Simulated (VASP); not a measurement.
Input of a VASP 6.6.1 run:

INCAR

```
  ALGO = Normal
  EDIFF = 1E-6
  ENCUT = 520
  GGA = CA
  ISIF = 2
  ISMEAR = -1
  LASPH = True
  LCHARG = False
  LREAL = False
  LWAVE = False
  NBANDS = 12
  NELM = 100
  PREC = Accurate
  SIGMA = 0.03
```

KPOINTS

```
k-points
0
Gamma
  12 12 12
```

Contents of POSCAR:

```
Sb
1.0
    2.1721063353      1.2540661774      3.7440000000
   -2.1721063353      1.2540661774      3.7440000000
    0.0000000000     -2.5081323547      3.7440000000
Sb
2
Direct
    0.2336400000      0.2336400000      0.2336400000
    0.7663600000      0.7663600000      0.7663600000
```

Potentials or basis: VASP PAW LDA potentials, release 64 (Sb).

The run is started by

```console
$ cat potpaw_LDA.64/Sb/POTCAR > POTCAR
$ mpirun -np 1 vasp_std > vasp.out
```

(1) Predict the largest force.

(2) What does it give for the pressure?

(3) Predict the band gap on the k mesh.

Results:

(1) 0.056 eV/Å.

(2) -1.8 GPa.

(3) zero (bands 5 and 6 overlap by 0.23 eV).

Caveat: the cell differs from its parent crystal (equal xx and yy strain of +1 %); spin-orbit coupling is left out, which moves the levels of the heavy elements.
